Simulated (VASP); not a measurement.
# Te (Imma) in VASP: a series of runs

Runs on Te. Level: PBEsol. Tasks: single point.

All numbers are computed with VASP 6.6.1; they aren't measurements. Logs are shortened: lines on timing, memory, paths and dates and some standing lists are left out, and cuts for length are marked.

### 1 The cell of the first run

Symmetry: Imma, No. 74, orthorhombic system. The conventional cell has a = 5.916 Å, b = 7.752 Å, c = 3.070 Å, α = 90.00°, β = 90.00°, γ = 90.00°. Te (site symmetry mm2) has 4 Te at 2.96 to 3.07 Å within 3.9 Å.

### 2 Single point, PBEsol

Input file INCAR:

```
PREC = Accurate
ENCUT = 520
EDIFF = 1E-6
ISMEAR = 0
SIGMA = 0.1
LREAL = F
LASPH = T
NELM = 100
ALGO = Normal
ISIF = 2
LWAVE = F
LCHARG = F
GGA = PS
NBANDS = 13
```

Input file KPOINTS:

```
Automatic mesh
0
Gamma
  3 3 3
```

Input file POSCAR:

```
Te
1.0
   -2.9577900000      3.8759700000      1.5351500000
    2.9577900000     -3.8759700000      1.5351500000
    2.9577900000      3.8759700000     -1.5351500000
Te
2
Direct
    0.9990700000      0.2490700000      0.7500000000
    0.0009300000      0.7509300000      0.2500000000
```

Potentials or basis: VASP PAW PBE potentials, release 64 (Te).

Launch:

```console
$ cat potpaw_PBE.64/Te/POTCAR > POTCAR
$ mpirun -np 1 vasp_std > vasp.out
```

OUTCAR:

```text
PREC = Accurate
   ENCUT = 520
   EDIFF = 1E-6
   ISMEAR = 0
   LREAL = F
   LASPH = T
   NELM = 100
   ISIF = 2
   GGA = PS

 ion  position               nearest neighbor table
   1  0.999  0.249  0.750-   2 2.96   2 2.96
   2  0.001  0.751  0.250-   1 2.96   1 2.96

  LATTYP: Found a body centered orthorhombic cell.
 ALAT       =     3.0703000000
 B/A-ratio  =     1.9267107449
 C/A-ratio  =     2.5248151646

  Lattice vectors:

 A1 = (   2.9577900000,  -3.8759700000,   1.5351500000)
 A2 = (  -2.9577900000,  -3.8759700000,  -1.5351500000)
 A3 = (   2.9577900000,   3.8759700000,  -1.5351500000)

Analysis of symmetry for initial positions (statically):
=====================================================================
 Subroutine PRICEL returns:
 Original cell was already a primitive cell.

 Routine SETGRP: Setting up the symmetry group for a
 body centered orthorhombic supercell.

 Subroutine GETGRP returns: Found  8 space group operations
 (whereof  4 operations were pure point group operations)
 out of a pool of  8 trial point group operations.

The static configuration has the point symmetry C_2h.
 The point group associated with its full space group is D_2h.

Analysis of symmetry for dynamics (positions and initial velocities):
=====================================================================
 Subroutine PRICEL returns:
 Original cell was already a primitive cell.

 Routine SETGRP: Setting up the symmetry group for a
 body centered orthorhombic supercell.

 Subroutine GETGRP returns: Found  8 space group operations
 (whereof  4 operations were pure point group operations)
 out of a pool of  8 trial point group operations.

The dynamic configuration has the point symmetry C_2h.
 The point group associated with its full space group is D_2h.

 Subroutine INISYM returns: Found  8 space group operations
 (whereof  4 operations are pure point group operations),
 and found     1 'primitive' translations

----------------------------------------------------------------------------------------

                                     Primitive cell

  volume of cell :      70.3977

  direct lattice vectors                    reciprocal lattice vectors
    -2.957790000  3.875970000  1.535150000     0.000000000  0.128999966  0.325701072
     2.957790000 -3.875970000  1.535150000     0.169045132  0.000000000  0.325701072
     2.957790000  3.875970000 -1.535150000     0.169045132  0.128999966  0.000000000

  length of vectors
     5.111589836  5.111589836  5.111589836     0.350317255  0.366957006  0.212643476

  position of ions in fractional coordinates (direct lattice)
     0.999070000  0.249070000  0.750000000
     0.000930000  0.750930000  0.250000000

  ion indices of the primitive-cell ions
   primitive index   ion index
                 1           1
                 2           2

----------------------------------------------------------------------------------------

 KPOINTS: Automatic mesh

Automatic generation of k-mesh.
 Grid dimensions read from file:
 generate k-points for:    3    3    3

 Generating k-lattice:

  Cartesian coordinates                     Fractional coordinates (reciprocal lattice)
     0.000000000  0.042999989  0.108567024     0.333333333  0.000000000 -0.000000000
     0.056348377  0.000000000  0.108567024     0.000000000  0.333333333 -0.000000000
     0.056348377  0.042999989  0.000000000     0.000000000 -0.000000000  0.333333333

  Length of vectors
     0.116772418  0.122319002  0.070881159

  Shift w.r.t. Gamma in fractional coordinates (k-lattice)
     0.000000000  0.000000000  0.000000000

 Subroutine IBZKPT returns following result:
 ===========================================

 Found      8 irreducible k-points:

 Following reciprocal coordinates:
            Coordinates               Weight
  0.000000  0.000000  0.000000      1.000000
  0.333333  0.000000  0.000000      4.000000
 -0.000000  0.333333  0.000000      4.000000
  0.333333  0.333333  0.000000      8.000000
 -0.333333  0.333333  0.000000      4.000000
 -0.333333  0.333333  0.333333      2.000000
  0.333333 -0.333333  0.333333      2.000000
 -0.333333 -0.333333  0.333333      2.000000
   k-points           NKPTS =      8   k-points in BZ     NKDIM =      8   number of bands    NBANDS=     13
   number of dos      NEDOS =    301   number of ions     NIONS =      2
   total plane-waves  NPLWV =  64000
   dimension x,y,z NGX =    40 NGY =   40 NGZ =   40
   dimension x,y,z NGXF=    80 NGYF=   80 NGZF=   80
   ions per type =               2
   NGX,Y,Z   is equivalent  to a cutoff of  13.01, 13.01, 13.01 a.u.
   NGXF,Y,Z  is equivalent  to a cutoff of  26.02, 26.02, 26.02 a.u.
 SYSTEM =  unknown system
   PREC   = accura    normal or accurate (medium, high low for compatibility)
   ISTART =      0    job   : 0-new  1-cont  2-samecut
   ICHARG =      2    charge: 1-file 2-atom 10-const
   ISPIN  =      1    spin polarized calculation?
   LNONCOLLINEAR =      F non collinear calculations
   LSORBIT =      F    spin-orbit coupling
   LASPH  =      T    aspherical Exc in radial PAW
   ENCUT  =  520.0 eV  38.22 Ry    6.18 a.u.   9.50  9.50  9.50*2*pi/ulx,y,z
   NELM   =    100;   NELMIN=  2; NELMDL= -5     # of ELM steps
   EDIFF  = 0.1E-05   stopping-criterion for ELM
   LREAL  =      F    real-space projection
   EDIFFG = 0.1E-04   stopping-criterion for IOM
   NSW    =      0    number of steps for IOM
   IBRION =     -1    ionic relax: 0-MD 1-quasi-New 2-CG
   NFREE  =      0    steps in history (QN), initial steepest desc. (CG)
   ISIF   =      2    stress and relaxation
   ISYM   =      2    0-nonsym 1-usesym 2-fastsym
   POTIM  = 0.5000    time-step for ionic-motion
   TEBEG  =    0.0;   TEEND  =   0.0 temperature during run
   PSTRESS=    0.0 pullay stress
   NELECT =      12.0000    total number of electrons
   NUPDOWN=      -1.0000    fix difference up-down
   EMIN   =  10.00;   EMAX   =-10.00  energy-range for DOS
   EFERMI =   0.00;   METHOD = LEGACY
   ISMEAR =     0;   SIGMA  =   0.10  broadening in eV -4-tet -1-fermi 0-gaus
   EFERMI_NEDOS =   21; number of points for ismear=-14 and -15
   IALGO  =     38    algorithm
   IMIX   =      4    mixing-type and parameters
     AMIX     =   0.40;   BMIX     =  1.00
     AMIX_MAG =   1.60;   BMIX_MAG =  1.00
  volume/ion in A,a.u.               =      35.20       237.53
  Fermi-wavevector in a.u.,A,eV,Ry     =   0.907714  1.715331 11.210450  0.823945
  Thomas-Fermi vector in A             =   2.031554
   LORBIT       =      0    0 simple, 1 ext, 2 COOP (PROOUT), +10 PAW based schemes
   GGA     = PS    functional components
   LHFCALC =     F    Hartree Fock is set to
   AEXX    =    0.0000 exact exchange contribution
   IVDW    =     0    specifies the selected vdW correction
   LEPSILON=     F    determine dielectric tensor
   LRPA    =     F    only Hartree local field effects (RPA)
 non-spin polarized calculation
 Gauss-broadening in eV      SIGMA  =   0.10
  energy-cutoff  :      520.00
  volume of cell :       70.40
 maximum number of plane-waves:      1909
 NGX is ok and might be reduce to    40
   NGX = 19   NGY = 19   NGZ = 19

 number of electron      11.9999999 magnetization

 Free energy of the ion-electron system (eV)
  ---------------------------------------------------
  ext. energy  EPLUGINS =         0.00000000
  ---------------------------------------------------
  free energy    TOTEN  =        -7.32063312 eV

  energy without entropy =       -7.30547927  energy(sigma->0) =       -7.31305619

 E-fermi :   5.0827     XC(G=0):  -9.0383

 val. band max:        4.9894946139   @ k =   0.3333   0.0000   0.0000
 cond. band min:       5.1497194438   @ k =   0.3333   0.3333   0.0000
 fundamental gap:      0.1602248299
 Fermi energy:         5.0826766476

 k-point     1 :       0.0000    0.0000    0.0000
  band No.  band energies     occupation
      1      -8.2671      2.00000
      2      -5.1276      2.00000
      3      -0.5974      2.00000
      4       3.0068      2.00000
      5       3.4748      2.00000
      6       7.9205      0.00000
      7       7.9970      0.00000
      8       8.5748      0.00000
      9       8.8820      0.00000
     10       9.7169      0.00000
     11      12.7628      0.00000
     12      14.4016      0.00000
     13      15.7086      0.00000

 k-point     2 :       0.3333    0.0000    0.0000
  band No.  band energies     occupation
      1      -6.7752      2.00000
      2      -3.8042      2.00000
      3       0.4170      2.00000
      4       1.2622      2.00000
      5       3.4071      2.00000
      6       3.6575      2.00000
      7       4.9895      1.81243
      8       9.2385      0.00000
      9       9.8445      0.00000
     10       9.9652      0.00000
     11      10.4793      0.00000
     12      12.9653      0.00000
     13      14.2433      0.00000

 k-point     3 :      -0.0000    0.3333    0.0000
  band No.  band energies     occupation
      1      -6.4063      2.00000
      2      -4.8340      2.00000
      3       1.8042      2.00000
      4       2.3452      2.00000
      5       2.8740      2.00000
      6       3.6196      2.00000
      7       4.6331      2.00000
      8       6.4822      0.00000
      9      10.9456      0.00000
     10      10.9583      0.00000
     11      11.0421      0.00000
     12      11.3047      0.00000
     13      14.4932      0.00000
[... 49 lines left out ...]
 k-point     7 :       0.3333   -0.3333    0.3333
  band No.  band energies     occupation
      1      -7.9657      2.00000
      2      -5.4474      2.00000
      3      -0.9207      2.00000
      4       1.0436      2.00000
      5       4.8115      1.99987
      6       7.6494      0.00000
      7       8.8167      0.00000
      8       9.9545      0.00000
      9      10.2825      0.00000
     10      12.4879      0.00000
     11      13.7847      0.00000
     12      13.9090      0.00000
     13      14.6646      0.00000

 k-point     8 :      -0.3333   -0.3333    0.3333
  band No.  band energies     occupation
      1      -6.5280      2.00000
      2      -4.0511      2.00000
      3       0.1987      2.00000
      4       1.0644      2.00000
      5       2.0408      2.00000
      6       3.7080      2.00000
      7       6.4026      0.00000
      8       9.6191      0.00000
      9      10.0204      0.00000
     10      12.6041      0.00000
     11      13.2444      0.00000
     12      13.5461      0.00000
     13      14.0747      0.00000

------------------------ aborting loop because EDIFF is reached ----------------------------------------

  FORCE on cell =-STRESS in cart. coord.  units (eV):
  Direction    XX          YY          ZZ          XY          YZ          ZX
  --------------------------------------------------------------------------------------
  -------------------------------------------------------------------------------------
  Total       -1.6177953     -0.3373886     -1.2126718      0.0000000     -0.0000000      0.0000000
  in kB      -36.8193059     -7.6786071    -27.5991258      0.0000000     -0.0000000      0.0000000
  external PRESSURE =     -24.0323462 kB  Pullay stress =       0.0000000 kB

 VOLUME and BASIS-vectors are now :
 -----------------------------------------------------------------------------
  energy-cutoff  :      520.00
  volume of cell :       70.40
      direct lattice vectors                 reciprocal lattice vectors
    -2.957790000  3.875970000  1.535150000     0.000000000  0.128999966  0.325701072
     2.957790000 -3.875970000  1.535150000     0.169045132  0.000000000  0.325701072
     2.957790000  3.875970000 -1.535150000     0.169045132  0.128999966  0.000000000

 POSITION                                       TOTAL-FORCE (eV/Angst)
 -----------------------------------------------------------------------------------
      0.00000      5.81395      0.76472        -0.000000      0.000000      0.001875
      2.95779     -1.93798      0.77043         0.000000     -0.000000     -0.001875
 -----------------------------------------------------------------------------------
    total drift:                                0.000000      0.000000      0.000000

  FREE ENERGIE OF THE ION-ELECTRON SYSTEM (eV)
  ---------------------------------------------------
  free  energy   TOTEN  =        -7.3206331225 eV

  energy  without entropy=       -7.3054792663  energy(sigma->0) =       -7.31305619
```

It took 19 s on 1 thread of Intel Xeon Platinum 8259CL at 2.50GHz (Skylake/Cascade Lake), shared host; peak memory 0.22 GiB.

What came out:

```
Free energy            : -7.3206 eV
Pressure               : -2.4 GPa
Band gap on the k mesh : zero (bands 6 and 7 overlap by 3.29 eV)
```

Caveat: the k points lie up to 0.73 Å⁻¹ apart, too coarse for converged energies and pressures of a metal; the PAW data sets were made with another functional, which shifts forces and pressure a little; spin-orbit coupling is left out, which moves the levels of the heavy elements.

[end of part 1 of 2]
